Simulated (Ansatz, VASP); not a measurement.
# YbH4S2 in VASP and in Ansatz

INCAR

```
SYSTEM = YbH4S2
  PREC = Accurate
  ENCUT = 520
  EDIFF = 1E-6
  ISMEAR = -1
  SIGMA = 0.1
  LREAL = .False.
  LASPH = .True.
  NELM = 100
  ALGO = Normal
  ISIF = 2
  LWAVE = .False.
  LCHARG = .True.
  GGA = PE
  LELF = .True.
  LVHAR = .True.
  NBANDS = 53
```

KPOINTS

```
regular mesh
0
Gamma
  4 4 4
  0 0 0
```

POSCAR

```
YbH4S2
1.0
    0.0000000000      5.7680360000      0.0000000000
    5.7680360000      0.0000000000      0.0000000000
    2.8840180000      2.8840180000     -5.7796590000
Yb S H
2 4 8
Direct
    0.0000000000      0.0000000000      0.0000000000
    0.7500000000      0.2500000000      0.5000000000
    0.2481000000      0.2481000000      0.5038000000
    0.9981000000      0.4981000000      0.0038000000
    0.5019000000      0.0019000000      0.9962000000
    0.7519000000      0.7519000000      0.4962000000
    0.3079000000      0.4648900000      0.3842000000
    0.2148900000      0.5579000000      0.8842000000
    0.3079000000      0.1509100000      0.3842000000
    0.9009100000      0.5579000000      0.8842000000
    0.4421000000      0.0990900000      0.1158000000
    0.5351100000      0.6921000000      0.6158000000
    0.4421000000      0.7851100000      0.1158000000
    0.8490900000      0.6921000000      0.6158000000
```

Input for Ansatz:

```yaml
crystal:
  lattice:
    - [0.0, 5.768036, 0.0]
    - [5.768036, 0.0, 0.0]
    - [2.884018, 2.884018, -5.779659]
  atoms:
    - { symbol: Yb, position: [0.0, 0.0, 0.0] }
    - { symbol: Yb, position: [0.75, 0.25, 0.5] }
    - { symbol: S, position: [0.2481, 0.2481, 0.5038] }
    - { symbol: S, position: [0.9981, 0.4981, 0.0038] }
    - { symbol: S, position: [0.5019, 0.0019, 0.9962] }
    - { symbol: S, position: [0.7519, 0.7519, 0.4962] }
    - { symbol: H, position: [0.3079, 0.46489, 0.3842] }
    - { symbol: H, position: [0.21489, 0.5579, 0.8842] }
    - { symbol: H, position: [0.3079, 0.15091, 0.3842] }
    - { symbol: H, position: [0.90091, 0.5579, 0.8842] }
    - { symbol: H, position: [0.4421, 0.09909, 0.1158] }
    - { symbol: H, position: [0.53511, 0.6921, 0.6158] }
    - { symbol: H, position: [0.4421, 0.78511, 0.1158] }
    - { symbol: H, position: [0.84909, 0.6921, 0.6158] }
kpoints:
  mp_grid: { grid: [4, 4, 4], shift: [0, 0, 0] }
  band_path:
    path:
      - [0.0, 0.0, 0.0]
      - [0.5, 0.5, 0.5]
      - [0.5, 0.5, 0.25]
      - [0.0, 0.5, 0.0]
      - [0.0, 0.0, 0.0]
      - [0.0, 0.0, -0.5]
      - [0.0, 0.37550225, -0.31224888]
      - [0.0, 0.62449775, 0.31224888]
      - [0.0, 0.0, 0.0]
      - [0.5, 0.5, 0.5]
      - [0.37550225, 0.62449775, 0.5]
    npoints: 6
magnetization:
  spin_polarized: false
scf:
  occupations: { method: fermi_dirac }
  lower_state_search: "off"
  max_iter: 200
hamiltonian:
  pseudopotentials: { kind: paw }
  xc: pbe
basis:
  ecutwfc: 420
  fft_grid_basis: typed
output:
  forces: true
  stress: true
  eigenvalues: true
  bader: true
  populations: true
  elf: true
  write_potential: true
  volumetric_format: npy
  dos:
    e_range: [-12, 8]
    de: 0.05
    projected: { site_lists: { H: [H], S: [S], Yb: [Yb] } }
checkpoint:
  read: saved_state
```

Alike in both runs: task single point; functional PBE; k mesh 4 × 4 × 4; no spin polarisation.

```csv
,VASP,Ansatz
version,VASP 6.6.1,Ansatz 0.2.0
potentials or method,"VASP PAW PBE potentials, release 64 (Yb, S, H), cutoff 520 eV",PAW plane waves
occupations,"fermi-dirac, width 0.1 eV",fermi-dirac
valence electrons in the cell,80,80
```

VASP gave:

* pressure (GPa): 25.2
* traceless stress, the component that is largest in VASP (GPa): 4.03
* rms of the force components (eV/Å): 5.889

Q: Which values does Ansatz return?

A: Pressure (GPa): 26.1; traceless stress, the component that is largest in VASP (GPa): 4.16; rms of the force components (eV/Å): 6.070.

Atom by atom the forces differ by 0.182 eV/Å (rms over components).

Spin-orbit coupling is off throughout.
